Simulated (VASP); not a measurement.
The system is ZnCd2Se2S.

```
Zn Cd Se S
1.0
     4.61107    0.00000    0.00000
     0.00000    4.61107    0.00000
     0.00000    0.00000    5.91914
Zn Cd Se S
1 2 2 1
Direct
  0.00000 0.00000 0.50000
  0.00000 0.50000 0.00000
  0.50000 0.00000 0.00000
  0.50000 0.50000 0.27880
  0.50000 0.50000 0.72120
  0.00000 0.00000 0.00000
```

| Quantity | Value |
| --- | --- |
| Program | VASP 6.6.1 |
| Task | relaxation of cell and atoms |
| Functional | PBE |
| Potentials or basis | VASP PAW PBE potentials, release 64 (Zn, Cd, Se, S) |
| Cutoff | 600 eV |
| k mesh | 4 × 4 × 4 |
| Occupations | gaussian, width 0.1 eV |
| Spin | no spin polarisation |

At the start: pressure 16.4 GPa; volume 20.98 Å³/atom.

Q: How do energy, volume and symmetry change on relaxing?

A: Over 9 steps the energy falls by 333.4 meV/atom and the volume is 25.30 Å³/atom (+20.6 %); space group P4/mmm (No. 123, to 0.05 Å).

The path:
```tsv
step	energy change (eV)	largest force (eV/Å)	pressure (GPa)	volume (Å³)
1	0.0000	0.6020	16.37	125.85
2	-1.6248	0.6302	-3.73	168.17
3	-1.7461	0.5589	-1.00	155.98
4	-1.7471	0.5729	-1.33	157.16
5	-1.8931	0.7275	-0.69	154.08
6	-1.9516	0.7953	0.22	150.94
7	-1.9969	0.1372	0.23	150.73
8	-1.9979	0.0221	0.27	150.69
9	-2.0004	0.0219	-0.09	151.78
```

Final structure:
```
Zn Cd Se S
1.0
     5.20757    0.00000    0.00000
     0.00000    5.20757    0.00000
     0.00000    0.00000    5.59688
Zn Cd Se S
1 2 2 1
Direct
  0.00000 0.00000 0.50000
  0.00000 0.50000 0.00000
  0.50000 0.00000 0.00000
  0.50000 0.50000 0.26289
  0.50000 0.50000 0.73711
  0.00000 0.00000 0.00000
```

Caveat: the volume moved by over 15 % at a fixed basis, so the end points are rough.
